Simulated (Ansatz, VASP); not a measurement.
## AlN in VASP and in Ansatz

```xyz
2
Lattice="0.0000 2.1840 2.1840 2.1840 0.0000 2.1840 2.1840 2.1840 0.0000" Properties=species:S:1:pos:R:3 pbc="T T T"
Al    0.0000    0.0000    0.0000
N     1.0920    1.0920    1.0920
```

Alike in both runs: task relaxation of cell and atoms; functional LDA; k mesh 18 × 18 × 18; occupations fermi-dirac, width 0.08 eV; no spin polarisation.

|  | VASP | Ansatz |
| --- | --- | --- |
| version | VASP 6.6.1 | Ansatz 0.2.0 |
| potentials or method | VASP PAW LDA potentials, release 64 (Al, N) | PAW with Ansatz's default frozen-core files, scalar-relativistic |
| plane-wave cutoff (eV) | 600 | 420 |
| valence electrons in the cell | 8 | 8 |

|  | VASP | Ansatz | Ansatz less VASP |
| --- | --- | --- | --- |
| gap on the k mesh at the Fermi level, each at its own relaxed structure (eV) | 3.23 | 3.25 | +0.022 |
| relaxed volume (Å³/atom) | 10.26 | 10.23 | -0.026 |
| relaxed length of the cell vector where the two differ most in proportion (Å) | 3.073 | 3.070 | -0.0026 |

LDA's correlation is that of Perdew and Zunger in VASP and of Perdew and Wang (1992) in Ansatz.
